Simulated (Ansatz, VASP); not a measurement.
TiAl: VASP beside Ansatz

```
Ti Al
1.0
     3.38774    0.00000    0.00000
     0.00000    3.38774    0.00000
     0.00000    0.00000    3.15638
Ti Al
1 1
Direct
  0.00000 0.00000 0.00000
  0.50000 0.50000 0.50000
```

Change from the starting cell: normal strain along x +0.0733, normal strain along y +0.0733.

Alike in both runs: task single point; functional PBEsol; k mesh 14 × 14 × 14; occupations gaussian, width 0.15 eV; no spin polarisation.

|  | VASP | Ansatz |
| --- | --- | --- |
| version | VASP 6.6.1 | Ansatz 0.2.0 |
| potentials or method | VASP PAW PBE potentials, release 64 (Ti_sv, Al), cutoff 520 eV | scalar-relativistic, plane waves, PAW |
| valence electrons in the cell | 15 | 15 |

Ansatz gave:

| Item | Value |
| --- | --- |
| gap on the k mesh at the Fermi level (eV) | none |
| pressure (GPa) | -12.5 |
| traceless stress, the component that is largest in VASP (GPa) | -1.43 |

Estimate VASP's values.

gap on the k mesh at the Fermi level (eV): none; pressure (GPa): -12.4; traceless stress, the component that is largest in VASP (GPa): -1.42.

VASP's potentials were made for PBE, not for PBEsol. A gap of «none» marks a metal or a gap that the smearing closes. The functional is the same, so the differences come from potentials, cutoffs and numerics.
